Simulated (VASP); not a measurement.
# W (Im-3m) in VASP: a series of runs, part 2 of 2

VASP 6.6.1.

### Step 3. Single point, r2SCAN

Input file POSCAR:

```
W
1.0
    2.7407020000      0.0000000000      0.0000000000
   -0.9135673047      2.5839586360      0.0000000000
   -0.9135673047     -1.2919792573      2.2377738561
W
1
Direct
    0.0000000000      0.0000000000      0.0000000000
```

Input file INCAR.step1:

```
SYSTEM = W
PREC = Accurate
ENCUT = 520
ISMEAR = -1
SIGMA = 0.1
LREAL = .FALSE.
LASPH = .TRUE.
NELM = 60
NBANDS = 13
GGA = PE
ALGO = Normal
EDIFF = 1E-4
LWAVE = .TRUE.
LCHARG = .FALSE.
```

Input file INCAR.step2:

```
SYSTEM = W
PREC = Accurate
ENCUT = 520
EDIFF = 1E-6
ISMEAR = -1
SIGMA = 0.1
LREAL = .FALSE.
LASPH = .TRUE.
NELM = 60
ALGO = Normal
ISIF = 2
LWAVE = .FALSE.
LCHARG = .FALSE.
METAGGA = R2SCAN
LMIXTAU = .TRUE.
NBANDS = 13
ISTART = 1
```

Input file KPOINTS:

```
Automatic mesh
0
G
  8 8 8
  0 0 0
```

Potentials or basis: VASP PAW PBE potentials, release 64 (W_sv).

On the command line:

```
> cat potpaw_PBE.64/W_sv/POTCAR > POTCAR
> cp INCAR.step1 INCAR
> mpirun -np 1 vasp_std > vasp.out
> cp INCAR.step2 INCAR
> mpirun -np 1 vasp_std > vasp.out
```

OUTCAR:

```text
SYSTEM = W
   PREC = Accurate
   ENCUT = 520
   EDIFF = 1E-6
   ISMEAR = -1
   LREAL = .FALSE.
   LASPH = .TRUE.
   NELM = 60
   ISIF = 2
   METAGGA = R2SCAN
   ISTART = 1

 ion  position               nearest neighbor table
   1  0.000  0.000  0.000-

  LATTYP: Found a body centered cubic cell.
 ALAT       =     3.1646900749

  Lattice vectors:

 A1 = (   2.7407020000,   0.0000000000,   0.0000000000)
 A2 = (  -0.9135673047,   2.5839586360,   0.0000000000)
 A3 = (  -0.9135673047,  -1.2919792573,   2.2377738561)

Analysis of symmetry for initial positions (statically):
=====================================================================
 Subroutine PRICEL returns:
 Original cell was already a primitive cell.

 Routine SETGRP: Setting up the symmetry group for a
 body centered cubic supercell.

 Subroutine GETGRP returns: Found 48 space group operations
 (whereof 48 operations were pure point group operations)
 out of a pool of 48 trial point group operations.

The static configuration has the point symmetry O_h .

Analysis of symmetry for dynamics (positions and initial velocities):
=====================================================================
 Subroutine PRICEL returns:
 Original cell was already a primitive cell.

 Routine SETGRP: Setting up the symmetry group for a
 body centered cubic supercell.

 Subroutine GETGRP returns: Found 48 space group operations
 (whereof 48 operations were pure point group operations)
 out of a pool of 48 trial point group operations.

The dynamic configuration has the point symmetry O_h .

 Subroutine INISYM returns: Found 48 space group operations
 (whereof 48 operations are pure point group operations),
 and found     1 'primitive' translations

----------------------------------------------------------------------------------------

                                     Primitive cell

  volume of cell :      15.8476

  direct lattice vectors                    reciprocal lattice vectors
     2.740702000  0.000000000  0.000000000     0.364870022  0.129001029  0.223436329
    -0.913567305  2.583958636  0.000000000     0.000000000  0.387003099  0.223436329
    -0.913567305 -1.291979257  2.237773856     0.000000000  0.000000000  0.446872680

  length of vectors
     2.740702000  2.740702000  2.740702000     0.446872680  0.446872680  0.446872680

  position of ions in fractional coordinates (direct lattice)
     0.000000000  0.000000000  0.000000000

  ion indices of the primitive-cell ions
   primitive index   ion index
                 1           1

----------------------------------------------------------------------------------------

 KPOINTS: Automatic mesh

Automatic generation of k-mesh.
 Grid dimensions read from file:
 generate k-points for:    8    8    8

 Generating k-lattice:

  Cartesian coordinates                     Fractional coordinates (reciprocal lattice)
     0.045608753  0.016125129  0.027929541     0.125000000  0.000000000  0.000000000
     0.000000000  0.048375387  0.027929541     0.000000000  0.125000000  0.000000000
     0.000000000  0.000000000  0.055859085     0.000000000  0.000000000  0.125000000

  Length of vectors
     0.055859085  0.055859085  0.055859085

  Shift w.r.t. Gamma in fractional coordinates (k-lattice)
     0.000000000  0.000000000  0.000000000

 Subroutine IBZKPT returns following result:
 ===========================================

 Found     29 irreducible k-points:

 Following reciprocal coordinates:
            Coordinates               Weight
  0.000000  0.000000  0.000000      1.000000
  0.125000  0.000000  0.000000     12.000000
  0.250000  0.000000  0.000000     12.000000
  0.375000  0.000000  0.000000     12.000000
  0.500000  0.000000  0.000000      6.000000
  0.125000  0.125000  0.000000     24.000000
[... 16 lines left out ...]
 -0.250000  0.250000  0.250000      6.000000
 -0.375000  0.375000  0.250000     24.000000
 [... further k-points ...]
   k-points           NKPTS =     29   k-points in BZ     NKDIM =     29   number of bands    NBANDS=     13
   number of dos      NEDOS =    301   number of ions     NIONS =      1
   total plane-waves  NPLWV =   8000
   dimension x,y,z NGX =    20 NGY =   20 NGZ =   20
   dimension x,y,z NGXF=    40 NGYF=   40 NGZF=   40
   ions per type =               1
   NGX,Y,Z   is equivalent  to a cutoff of  12.13, 12.13, 12.13 a.u.
   NGXF,Y,Z  is equivalent  to a cutoff of  24.26, 24.26, 24.26 a.u.
 SYSTEM =  W
   PREC   = accura    normal or accurate (medium, high low for compatibility)
   ISTART =      1    job   : 0-new  1-cont  2-samecut
   ICHARG =      0    charge: 1-file 2-atom 10-const
   ISPIN  =      1    spin polarized calculation?
   LNONCOLLINEAR =      F non collinear calculations
   LSORBIT =      F    spin-orbit coupling
   LASPH  =      T    aspherical Exc in radial PAW
   ENCUT  =  520.0 eV  38.22 Ry    6.18 a.u.   5.10  5.10  5.10*2*pi/ulx,y,z
   NELM   =     60;   NELMIN=  2; NELMDL=  0     # of ELM steps
   EDIFF  = 0.1E-05   stopping-criterion for ELM
   LREAL  =      F    real-space projection
   EDIFFG = 0.1E-04   stopping-criterion for IOM
   NSW    =      0    number of steps for IOM
   IBRION =     -1    ionic relax: 0-MD 1-quasi-New 2-CG
   NFREE  =      0    steps in history (QN), initial steepest desc. (CG)
   ISIF   =      2    stress and relaxation
   ISYM   =      2    0-nonsym 1-usesym 2-fastsym
   POTIM  = 0.5000    time-step for ionic-motion
   TEBEG  =    0.0;   TEEND  =   0.0 temperature during run
   PSTRESS=    0.0 pullay stress
   NELECT =      14.0000    total number of electrons
   NUPDOWN=      -1.0000    fix difference up-down
   EMIN   =  10.00;   EMAX   =-10.00  energy-range for DOS
   EFERMI =   0.00;   METHOD = LEGACY
   ISMEAR =    -1;   SIGMA  =   0.10  broadening in eV -4-tet -1-fermi 0-gaus
   EFERMI_NEDOS =   21; number of points for ismear=-14 and -15
   IALGO  =     38    algorithm
   IMIX   =      4    mixing-type and parameters
     AMIX     =   0.40;   BMIX     =  1.00
     AMIX_MAG =   1.60;   BMIX_MAG =  1.00
  volume/ion in A,a.u.               =      15.85       106.94
  Fermi-wavevector in a.u.,A,eV,Ry     =   1.570832  2.968441 33.572541  2.467512
  Thomas-Fermi vector in A             =   2.672506
   LORBIT       =      0    0 simple, 1 ext, 2 COOP (PROOUT), +10 PAW based schemes
   METAGGA = R2SCAN    functional components
   LHFCALC =     F    Hartree Fock is set to
   AEXX    =    0.0000 exact exchange contribution
   IVDW    =     0    specifies the selected vdW correction
   LEPSILON=     F    determine dielectric tensor
   LRPA    =     F    only Hartree local field effects (RPA)
 non-spin polarized calculation
  energy-cutoff  :      520.00
  volume of cell :       15.85
 maximum number of plane-waves:       436
   NGX = 11   NGY = 11   NGZ = 11

 number of electron      14.0000004 magnetization

 Free energy of the ion-electron system (eV)
  ---------------------------------------------------
  ext. energy  EPLUGINS =         0.00000000
  ---------------------------------------------------
  free energy    TOTEN  =       -51.35779765 eV

  energy without entropy =      -51.35251397  energy(sigma->0) =      -51.35515581

 E-fermi :  11.1007     XC(G=0): -14.9588

 val. band max:       10.7642246648   @ k =   0.1250   0.0000   0.0000
 cond. band min:      11.4432314302   @ k =  -0.2500   0.2500   0.1250
 fundamental gap:      0.6790067654
 Fermi energy:        11.1006942020

 k-point     1 :       0.0000    0.0000    0.0000
  band No.  band energies     occupation
      1     -64.8120      2.00000
      2     -27.6715      2.00000
      3     -27.6715      2.00000
      4     -27.6715      2.00000
      5       1.1640      2.00000
      6      10.0118      1.99996
      7      10.0118      1.99996
      8      10.0118      1.99996
      9      13.8688      0.00000
     10      13.8688      0.00000
     11      26.5505      0.00000
     12      26.5505      0.00000
     13      26.5505      0.00000

 k-point     2 :       0.1250    0.0000    0.0000
  band No.  band energies     occupation
      1     -64.7900      2.00000
      2     -27.8877      2.00000
      3     -27.7387      2.00000
      4     -27.6726      2.00000
      5       1.9269      2.00000
      6       9.5602      2.00000
      7       9.8538      1.99999
      8      10.7642      1.93317
      9      13.2847      0.00000
     10      13.8784      0.00000
     11      27.1105      0.00000
[... 339 lines left out ...]
 k-point    24 :      -0.3750    0.3750    0.2500
  band No.  band energies     occupation
      1     -64.6240      2.00000
      2     -28.6978      2.00000
      3     -28.3103      2.00000
      4     -28.1837      2.00000
      5       6.5571      2.00000
      6       7.3705      2.00000
      7      10.7129      1.95943
      8      11.5838      0.01583
      9      15.1569      0.00000
     10      15.9745      0.00000
     11      25.6374      0.00000
     12      28.1487      0.00000
     13      29.4156      0.00000

 [... further k-points ...]
[... 5 lines left out ...]
  --------------------------------------------------------------------------------------
  -------------------------------------------------------------------------------------
  Total        0.2729145      0.2729145      0.2729146      0.0000000      0.0000000      0.0000000
  in kB       27.5913968     27.5913970     27.5913979      0.0000003      0.0000007      0.0000005
  external PRESSURE =      27.5913972 kB  Pullay stress =       0.0000000 kB

 VOLUME and BASIS-vectors are now :
 -----------------------------------------------------------------------------
  energy-cutoff  :      520.00
  volume of cell :       15.85
      direct lattice vectors                 reciprocal lattice vectors
     2.740702000  0.000000000  0.000000000     0.364870022  0.129001029  0.223436329
    -0.913567305  2.583958636  0.000000000     0.000000000  0.387003099  0.223436329
    -0.913567305 -1.291979257  2.237773856     0.000000000  0.000000000  0.446872680

 POSITION                                       TOTAL-FORCE (eV/Angst)
 -----------------------------------------------------------------------------------
      0.00000      0.00000      0.00000         0.000000     -0.000000      0.000000
 -----------------------------------------------------------------------------------
    total drift:                               -0.000000      0.000000      0.000000

  FREE ENERGIE OF THE ION-ELECTRON SYSTEM (eV)
  ---------------------------------------------------
  free  energy   TOTEN  =       -51.3577976499 eV

  energy  without entropy=      -51.3525139660  energy(sigma->0) =      -51.35515581
```

OSZICAR.step1:

```text
N       E                     dE             d eps       ncg     rms          rms(c)
DAV:   1     0.888234302856E+02    0.88823E+02   -0.73157E+03   767   0.123E+03
DAV:   2    -0.118282670535E+02   -0.10065E+03   -0.96774E+02   844   0.325E+02
DAV:   3    -0.135526296465E+02   -0.17244E+01   -0.17179E+01   804   0.412E+01
DAV:   4    -0.135591877686E+02   -0.65581E-02   -0.65580E-02   844   0.281E+00
DAV:   5    -0.135592439987E+02   -0.56230E-04   -0.56229E-04   824   0.246E-01    0.209E+01
DAV:   6    -0.130835282514E+02    0.47572E+00   -0.39527E-01   784   0.845E+00    0.846E+00
DAV:   7    -0.129553389569E+02    0.12819E+00   -0.21418E-01   819   0.592E+00    0.654E-01
DAV:   8    -0.129510985686E+02    0.42404E-02   -0.40842E-03   789   0.823E-01    0.809E-02
DAV:   9    -0.129511131291E+02   -0.14561E-04   -0.55763E-05   542   0.955E-02
   1 F= -.12951113E+02 E0= -.12947073E+02  d E =-.808065E-02
```

Run time: 13 s. Hardware: 1 thread of Intel Xeon Platinum 8488C (Sapphire Rapids), shared host; peak memory 0.12 GiB.

Results:

```
Free energy            : -51.3578 eV
Pressure               : 2.8 GPa
Band gap on the k mesh : zero (band 7 reaches 16.64 eV, above the bottom of band 8 at 10.01 eV)
```

Caveat: the PAW data sets were made with another functional, which shifts forces and pressure a little; spin-orbit coupling is left out, which moves the levels of the heavy elements.

### Step 4. Single point, r2SCAN

POSCAR is that of step 3.

Input file INCAR.step1:

```
ALGO = Normal
EDIFF = 1E-4
ENCUT = 520
GGA = PE
ISMEAR = -1
LASPH = T
LCHARG = F
LREAL = F
LWAVE = T
NBANDS = 13
NELM = 80
PREC = Accurate
SIGMA = 0.1
```

Input file INCAR.step2:

```
ALGO = Normal
EDIFF = 1E-6
ENCUT = 520
ISIF = 2
ISMEAR = -1
ISTART = 1
LASPH = T
LCHARG = F
LMIXTAU = T
LREAL = F
LWAVE = F
METAGGA = R2SCAN
NBANDS = 13
NELM = 80
PREC = Accurate
SIGMA = 0.1
```

Input file KPOINTS:

```
k-points
0
Gamma
  10 10 10
```

On the command line:

```
> cat potpaw_PBE.64/W_sv/POTCAR > POTCAR
> cp INCAR.step1 INCAR
> mpirun -np 1 vasp_std > vasp.out
> cp INCAR.step2 INCAR
> mpirun -np 1 vasp_std > vasp.out
```

Wall time 19 s (1 thread of Intel Xeon Platinum 8488C (Sapphire Rapids), shared host); peak memory 0.12 GiB.

The run converged. Its results:

- Free energy: -51.3510 eV
- Pressure: 2.6 GPa
- Band gap on the k mesh: zero (band 7 reaches 16.63 eV, above the bottom of band 8 at 10.01 eV)

Levels at points of the mesh, in eV from the Fermi level:
```csv
k point,band 4,band 5,band 6,band 7,band 8,band 9,band 10,band 11
"(0.00, 0.00, 0.00)",-39.13,-10.28,-1.44,-1.44,-1.44,2.40,2.40,15.11
"(0.50, 0.00, 0.00)",-39.14,-6.72,-3.90,0.38,2.24,3.29,6.19,11.51
"(0.50, 0.50, 0.50)",-40.09,-6.18,-6.18,5.18,5.18,5.18,8.40,8.40
```

Caveat: the PAW data sets were made with another functional, which shifts forces and pressure a little; spin-orbit coupling is left out, which moves the levels of the heavy elements.

### Step 5. Single point, r2SCAN

POSCAR is that of step 4.

Input file INCAR.step1:

```
  ALGO = Normal
  EDIFF = 1E-4
  ENCUT = 520
  GGA = PE
  ISMEAR = -1
  LASPH = T
  LCHARG = F
  LREAL = F
  LWAVE = T
  NBANDS = 13
  NELM = 80
  PREC = Accurate
  SIGMA = 0.1
```

Input file INCAR.step2:

```
  ALGO = Normal
  EDIFF = 1E-7
  ENCUT = 520
  ISIF = 2
  ISMEAR = -1
  ISTART = 1
  LASPH = T
  LCHARG = F
  LMIXTAU = T
  LREAL = F
  LWAVE = F
  METAGGA = R2SCAN
  NBANDS = 13
  NELM = 80
  PREC = Accurate
  SIGMA = 0.1
```

Input file KPOINTS:

```
k-points
0
Gamma
  12 12 12
```

On the command line:

```
> cat potpaw_PBE.64/W_sv/POTCAR > POTCAR
> cp INCAR.step1 INCAR
> mpirun -np 1 vasp_std > vasp.out
> cp INCAR.step2 INCAR
> mpirun -np 1 vasp_std > vasp.out
```

Run time: 32 s. Hardware: 1 thread of Intel Xeon Platinum 8488C (Sapphire Rapids), shared host; peak memory 0.13 GiB.

Results (log left out):

```yaml
Free_energy: -51.3609 eV
Pressure: 2.6 GPa
Band_gap_on_the_k_mesh: zero (band 7 reaches 16.63 eV, above the bottom of band 8 at 10.01 eV)
```

Levels at points of the mesh, in eV from the Fermi level:
```csv
k point,band 4,band 5,band 6,band 7,band 8,band 9,band 10,band 11
"(0.00, 0.00, 0.00)",-38.86,-10.02,-1.17,-1.17,-1.17,2.68,2.68,15.37
"(0.50, 0.00, 0.00)",-38.87,-6.45,-3.64,0.64,2.52,3.57,6.45,11.78
"(0.50, 0.50, 0.50)",-39.82,-5.91,-5.91,5.45,5.45,5.45,8.66,8.66
```

Caveat: the PAW data sets were made with another functional, which shifts forces and pressure a little; spin-orbit coupling is left out, which moves the levels of the heavy elements.

### Step 6. Overview

```tsv
k mesh	gap on the mesh (eV)	pressure (GPa)
6 × 6 × 6	none	0.3
8 × 8 × 8	none	2.8
10 × 10 × 10	none	2.6
12 × 12 × 12	none	2.6
```

Alike in all rows: task single point; level r2SCAN; potentials or basis VASP PAW PBE potentials, release 64 (W_sv); no spin polarisation; cell as given; cutoff (eV) 520; smearing fermi-dirac 0.1 eV.

Caveats: some runs use coarse meshes; the PAW data sets were made with another functional, which shifts forces and pressure a little; spin-orbit coupling is left out, which moves the levels of the heavy elements.

Total energies depend on the potentials used, so only differences within one code and one set of settings carry meaning.
